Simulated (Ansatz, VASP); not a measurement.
**One calculation of GaSn4S3, two programs**

```
Ga Sn S
1.0
     5.77000    0.00000    0.00000
     0.00000    5.77000    0.00000
     0.00000    0.00000    5.77000
Ga Sn S
1 4 3
Direct
  0.00000 0.00000 0.00000
  0.50000 0.00000 0.00000
  0.50000 0.50000 0.50000
  0.00000 0.50000 0.00000
  0.00000 0.00000 0.50000
  0.50000 0.00000 0.50000
  0.50000 0.50000 0.00000
  0.00000 0.50000 0.50000
```

Alike in both runs: functional PBE; k mesh 3 × 3 × 3; occupations gaussian, width 0.2 eV; no spin polarisation.

Ansatz relaxed the structure, and its values are those at the end. VASP's run is a single point on that final structure, the one shown.

```csv
,VASP,Ansatz
version,VASP 6.6.1,Ansatz 0.2.0
potentials or method,"VASP PAW PBE potentials, release 64 (Ga_d, Sn_d, S), cutoff 520 eV","scalar-relativistic, plane waves, PAW"
valence electrons in the cell,87,87
```

VASP gave:

| Quantity | Value |
| --- | --- |
| gap on the k mesh at the Fermi level (eV) | none |
| pressure (GPa) | -0.1 |

**Question.** Which values does Ansatz return?

**Answer.** gap on the k mesh at the Fermi level (eV): none; pressure (GPa): 0.0.

A gap of «none» marks a metal or a gap that the smearing closes.

The k mesh is coarse, so the values compare programs but aren't converged.
